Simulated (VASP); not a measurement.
# Ge in VASP: further runs

Ge is run at these levels: PBEsol; tasks: single point.

Program: VASP 6.6.1. These are calculated values, not measurements. Logs are shortened: lines on timing, memory, paths and dates and some standing lists are left out, and cuts for length are marked.

**Measured values to compare with.**

“Temperature-dependent photoluminescence in Ge: experiment and theory”, 2020, arxiv:2003.00143 reports, for a bulk crystal of Ge at 0 K: band gap 0.744 eV (indirect).

The results are compared with them further down.

## (1) The cell of the first run

Symmetry: Fd-3m, No. 227, cubic system. Conventional cell: a = 5.658 Å, b = 5.658 Å, c = 5.658 Å, α = 90.00°, β = 90.00°, γ = 90.00°. Ge (site symmetry -43m) has 4 Ge at 2.45 Å within 3.2 Å.

## (2) Single point, PBEsol

File INCAR:

```
SYSTEM = Ge
  ALGO = Normal
  EDIFF = 1E-6
  ENCUT = 520
  GGA = PS
  ISIF = 2
  ISMEAR = -1
  LASPH = .TRUE.
  LCHARG = .FALSE.
  LREAL = .FALSE.
  LWAVE = .FALSE.
  NBANDS = 21
  NELM = 100
  PREC = Accurate
  SIGMA = 0.02
```

File KPOINTS:

```
k-points
0
G
  6 6 6
  0 0 0
```

File POSCAR:

```
Ge
1.0
    0.0000000000      2.8289100000      2.8289100000
    2.8289100000      0.0000000000      2.8289100000
    2.8289100000      2.8289100000      0.0000000000
Ge
2
Direct
    0.0000000000      0.0000000000      0.0000000000
    0.2500000000      0.2500000000      0.2500000000
```

Potentials or basis: VASP PAW PBE potentials, release 64 (Ge_d).

Started as:

```console
$ cat potpaw_PBE.64/Ge_d/POTCAR > POTCAR
$ mpirun -np 1 vasp_std > vasp.out
```

OUTCAR:

```text
SYSTEM = Ge
   EDIFF = 1E-6
   ENCUT = 520
   GGA = PS
   ISIF = 2
   ISMEAR = -1
   LASPH = .TRUE.
   LREAL = .FALSE.
   NELM = 100
   PREC = Accurate

 ion  position               nearest neighbor table
   1  0.000  0.000  0.000-   2 2.45   2 2.45   2 2.45   2 2.45
   2  0.250  0.250  0.250-   1 2.45   1 2.45   1 2.45   1 2.45

  LATTYP: Found a face centered cubic cell.
 ALAT       =     5.6578200000

  Lattice vectors:

 A1 = (   0.0000000000,   2.8289100000,   2.8289100000)
 A2 = (   2.8289100000,   0.0000000000,   2.8289100000)
 A3 = (   2.8289100000,   2.8289100000,   0.0000000000)

Analysis of symmetry for initial positions (statically):
=====================================================================
 Subroutine PRICEL returns:
 Original cell was already a primitive cell.

 Routine SETGRP: Setting up the symmetry group for a
 face centered cubic supercell.

 Subroutine GETGRP returns: Found 48 space group operations
 (whereof 24 operations were pure point group operations)
 out of a pool of 48 trial point group operations.

The static configuration has the point symmetry T_d .
 The point group associated with its full space group is O_h .

Analysis of symmetry for dynamics (positions and initial velocities):
=====================================================================
 Subroutine PRICEL returns:
 Original cell was already a primitive cell.

 Routine SETGRP: Setting up the symmetry group for a
 face centered cubic supercell.

 Subroutine GETGRP returns: Found 48 space group operations
 (whereof 24 operations were pure point group operations)
 out of a pool of 48 trial point group operations.

The dynamic configuration has the point symmetry T_d .
 The point group associated with its full space group is O_h .

 Subroutine INISYM returns: Found 48 space group operations
 (whereof 24 operations are pure point group operations),
 and found     1 'primitive' translations

----------------------------------------------------------------------------------------

                                     Primitive cell

  volume of cell :      45.2780

  direct lattice vectors                    reciprocal lattice vectors
     0.000000000  2.828910000  2.828910000    -0.176746521  0.176746521  0.176746521
     2.828910000  0.000000000  2.828910000     0.176746521 -0.176746521  0.176746521
     2.828910000  2.828910000  0.000000000     0.176746521  0.176746521 -0.176746521

  length of vectors
     4.000682889  4.000682889  4.000682889     0.306133954  0.306133954  0.306133954

  position of ions in fractional coordinates (direct lattice)
     0.000000000  0.000000000  0.000000000
     0.250000000  0.250000000  0.250000000

  ion indices of the primitive-cell ions
   primitive index   ion index
                 1           1
                 2           2

----------------------------------------------------------------------------------------

 KPOINTS: k-points

Automatic generation of k-mesh.
 Grid dimensions read from file:
 generate k-points for:    6    6    6

 Generating k-lattice:

  Cartesian coordinates                     Fractional coordinates (reciprocal lattice)
    -0.029457753  0.029457753  0.029457753     0.166666667  0.000000000  0.000000000
     0.029457753 -0.029457753  0.029457753     0.000000000  0.166666667  0.000000000
     0.029457753  0.029457753 -0.029457753     0.000000000  0.000000000  0.166666667

  Length of vectors
     0.051022326  0.051022326  0.051022326

  Shift w.r.t. Gamma in fractional coordinates (k-lattice)
     0.000000000  0.000000000  0.000000000

 Subroutine IBZKPT returns following result:
 ===========================================

 Found     16 irreducible k-points:

 Following reciprocal coordinates:
            Coordinates               Weight
  0.000000  0.000000  0.000000      1.000000
  0.166667  0.000000  0.000000      8.000000
  0.333333  0.000000  0.000000      8.000000
  0.500000  0.000000  0.000000      4.000000
  0.166667  0.166667  0.000000      6.000000
  0.333333  0.166667  0.000000     24.000000
[... 8 lines left out ...]
 -0.333333  0.333333  0.166667     24.000000
 -0.333333  0.500000  0.166667     12.000000
   k-points           NKPTS =     16   k-points in BZ     NKDIM =     16   number of bands    NBANDS=     21
   number of dos      NEDOS =    301   number of ions     NIONS =      2
   total plane-waves  NPLWV =  27000
   dimension x,y,z NGX =    30 NGY =   30 NGZ =   30
   dimension x,y,z NGXF=    60 NGYF=   60 NGZF=   60
   ions per type =               2
   NGX,Y,Z   is equivalent  to a cutoff of  12.47, 12.47, 12.47 a.u.
   NGXF,Y,Z  is equivalent  to a cutoff of  24.93, 24.93, 24.93 a.u.
 SYSTEM =  Ge
   PREC   = accura    normal or accurate (medium, high low for compatibility)
   ISTART =      0    job   : 0-new  1-cont  2-samecut
   ICHARG =      2    charge: 1-file 2-atom 10-const
   ISPIN  =      1    spin polarized calculation?
   LNONCOLLINEAR =      F non collinear calculations
   LSORBIT =      F    spin-orbit coupling
   LASPH  =      T    aspherical Exc in radial PAW
   ENCUT  =  520.0 eV  38.22 Ry    6.18 a.u.   7.44  7.44  7.44*2*pi/ulx,y,z
   NELM   =    100;   NELMIN=  2; NELMDL= -5     # of ELM steps
   EDIFF  = 0.1E-05   stopping-criterion for ELM
   LREAL  =      F    real-space projection
   EDIFFG = 0.1E-04   stopping-criterion for IOM
   NSW    =      0    number of steps for IOM
   IBRION =     -1    ionic relax: 0-MD 1-quasi-New 2-CG
   NFREE  =      0    steps in history (QN), initial steepest desc. (CG)
   ISIF   =      2    stress and relaxation
   ISYM   =      2    0-nonsym 1-usesym 2-fastsym
   POTIM  = 0.5000    time-step for ionic-motion
   TEBEG  =    0.0;   TEEND  =   0.0 temperature during run
   PSTRESS=    0.0 pullay stress
   NELECT =      28.0000    total number of electrons
   NUPDOWN=      -1.0000    fix difference up-down
   EMIN   =  10.00;   EMAX   =-10.00  energy-range for DOS
   EFERMI =   0.00;   METHOD = LEGACY
   ISMEAR =    -1;   SIGMA  =   0.02  broadening in eV -4-tet -1-fermi 0-gaus
   EFERMI_NEDOS =   21; number of points for ismear=-14 and -15
   IALGO  =     38    algorithm
   IMIX   =      4    mixing-type and parameters
     AMIX     =   0.40;   BMIX     =  1.00
     AMIX_MAG =   1.60;   BMIX_MAG =  1.00
  volume/ion in A,a.u.               =      22.64       152.78
  Fermi-wavevector in a.u.,A,eV,Ry     =   1.394756  2.635708 26.468033  1.945346
  Thomas-Fermi vector in A             =   2.518275
   LORBIT       =      0    0 simple, 1 ext, 2 COOP (PROOUT), +10 PAW based schemes
   GGA     = PS    functional components
   LHFCALC =     F    Hartree Fock is set to
   AEXX    =    0.0000 exact exchange contribution
   IVDW    =     0    specifies the selected vdW correction
   LEPSILON=     F    determine dielectric tensor
   LRPA    =     F    only Hartree local field effects (RPA)
 non-spin polarized calculation
  energy-cutoff  :      520.00
  volume of cell :       45.28
 maximum number of plane-waves:      1243
 NGX is ok and might be reduce to    30
   NGX = 15   NGY = 15   NGZ = 15

 number of electron      28.0000022 magnetization

 Free energy of the ion-electron system (eV)
  ---------------------------------------------------
  ext. energy  EPLUGINS =         0.00000000
  ---------------------------------------------------
  free energy    TOTEN  =        -9.82692018 eV

  energy without entropy =       -9.82647035  energy(sigma->0) =       -9.82669526

 E-fermi :   4.8922     XC(G=0): -10.1223

 val. band max:        4.8723464207   @ k =   0.0000   0.0000   0.0000
 cond. band min:       4.9927566250   @ k =   0.5000   0.0000   0.0000
 fundamental gap:      0.1204102043
 Fermi energy:         4.8922409564

 k-point     1 :       0.0000    0.0000    0.0000
  band No.  band energies     occupation
      1     -19.8863      2.00000
      2     -19.8863      2.00000
      3     -19.8863      2.00000
      4     -19.8499      2.00000
      5     -19.8499      2.00000
      6     -19.6376      2.00000
[... 13 lines left out ...]
     20      14.3468      0.00000
     21      14.3468      0.00000

 k-point     2 :       0.1667    0.0000    0.0000
  band No.  band energies     occupation
      1     -19.8982      2.00000
      2     -19.8982      2.00000
      3     -19.8819      2.00000
      4     -19.8323      2.00000
      5     -19.8323      2.00000
      6     -19.6547      2.00000
[... 13 lines left out ...]
     20      13.1705      0.00000
     21      13.1705      0.00000

 k-point     3 :       0.3333    0.0000    0.0000
  band No.  band energies     occupation
      1     -19.9085      2.00000
      2     -19.9085      2.00000
      3     -19.8731      2.00000
      4     -19.8131      2.00000
      5     -19.8131      2.00000
      6     -19.6691      2.00000
[... 13 lines left out ...]
     20      13.7957      0.00000
     21      13.7957      0.00000

 k-point     4 :       0.5000    0.0000    0.0000
  band No.  band energies     occupation
      1     -19.9108      2.00000
      2     -19.9108      2.00000
      3     -19.8685      2.00000
      4     -19.8077      2.00000
      5     -19.8077      2.00000
      6     -19.6723      2.00000
[... 13 lines left out ...]
     20      15.8935      0.00000
     21      16.0329      0.00000

 k-point     5 :       0.1667    0.1667    0.0000
  band No.  band energies     occupation
      1     -19.8958      2.00000
      2     -19.8958      2.00000
      3     -19.8954      2.00000
      4     -19.8341      2.00000
      5     -19.8121      2.00000
      6     -19.6888      2.00000
[... 13 lines left out ...]
     20      13.1102      0.00000
     21      14.8189      0.00000
[... 190 lines left out ...]
     20      16.3841      0.00000
     21      17.6590      0.00000

 k-point    14 :       0.5000    0.3333    0.1667
  band No.  band energies     occupation
      1     -19.9258      2.00000
      2     -19.9228      2.00000
      3     -19.8470      2.00000
      4     -19.7926      2.00000
      5     -19.7580      2.00000
      6     -19.7418      2.00000
[... 13 lines left out ...]
     20      14.7278      0.00000
     21      17.1800      0.00000

 k-point    15 :      -0.3333    0.3333    0.1667
  band No.  band energies     occupation
      1     -19.9360      2.00000
      2     -19.9256      2.00000
      3     -19.8248      2.00000
      4     -19.7744      2.00000
      5     -19.7516      2.00000
      6     -19.7435      2.00000
[... 13 lines left out ...]
     20      16.5996      0.00000
     21      16.7563      0.00000

 k-point    16 :      -0.3333    0.5000    0.1667
  band No.  band energies     occupation
      1     -19.9313      2.00000
      2     -19.9313      2.00000
      3     -19.8044      2.00000
      4     -19.8044      2.00000
      5     -19.7379      2.00000
      6     -19.7379      2.00000
[... 13 lines left out ...]
     20      15.8629      0.00000
     21      17.7611      0.00000

------------------------ aborting loop because EDIFF is reached ----------------------------------------

  FORCE on cell =-STRESS in cart. coord.  units (eV):
  Direction    XX          YY          ZZ          XY          YZ          ZX
  --------------------------------------------------------------------------------------
  -------------------------------------------------------------------------------------
  Total        0.0690798      0.0690798      0.0690798      0.0000000      0.0000000     -0.0000000
  in kB        2.4444104      2.4444104      2.4444104      0.0000000      0.0000000     -0.0000000
  external PRESSURE =       2.4444104 kB  Pullay stress =       0.0000000 kB

 VOLUME and BASIS-vectors are now :
 -----------------------------------------------------------------------------
  energy-cutoff  :      520.00
  volume of cell :       45.28
      direct lattice vectors                 reciprocal lattice vectors
     0.000000000  2.828910000  2.828910000    -0.176746521  0.176746521  0.176746521
     2.828910000  0.000000000  2.828910000     0.176746521 -0.176746521  0.176746521
     2.828910000  2.828910000  0.000000000     0.176746521  0.176746521 -0.176746521

 POSITION                                       TOTAL-FORCE (eV/Angst)
 -----------------------------------------------------------------------------------
      0.00000      0.00000      0.00000         0.000000      0.000000      0.000000
      1.41446      1.41446      1.41446        -0.000000     -0.000000     -0.000000
 -----------------------------------------------------------------------------------
    total drift:                                0.000000      0.000000      0.000000

  FREE ENERGIE OF THE ION-ELECTRON SYSTEM (eV)
  ---------------------------------------------------
  free  energy   TOTEN  =        -9.8269201783 eV

  energy  without entropy=       -9.8264703498  energy(sigma->0) =       -9.82669526
```

Wall time 6.6 s (1 thread of Intel Xeon 6975P-C (Granite Rapids), shared host); peak memory 0.16 GiB.

Results:

```
Free energy            : -9.8269 eV
Pressure               : 0.2 GPa
Band gap on the k mesh : zero (filled and empty bands touch)
```

Levels at points of the mesh, in eV from the Fermi level:
```csv
k point,band 12,band 13,band 14,band 15,band 16,band 17
"(0.00, 0.00, 0.00)",-0.03,-0.02,-0.02,-0.02,2.51,2.51
"(0.50, 0.00, 0.00)",-7.65,-1.43,-1.43,0.10,3.69,3.69
"(0.50, 0.50, 0.00)",-8.92,-3.11,-3.11,0.64,0.64,9.47
```

Caveat: the PAW data sets were made with another functional, which shifts forces and pressure a little.

(Part 1 of 2 ends here.)
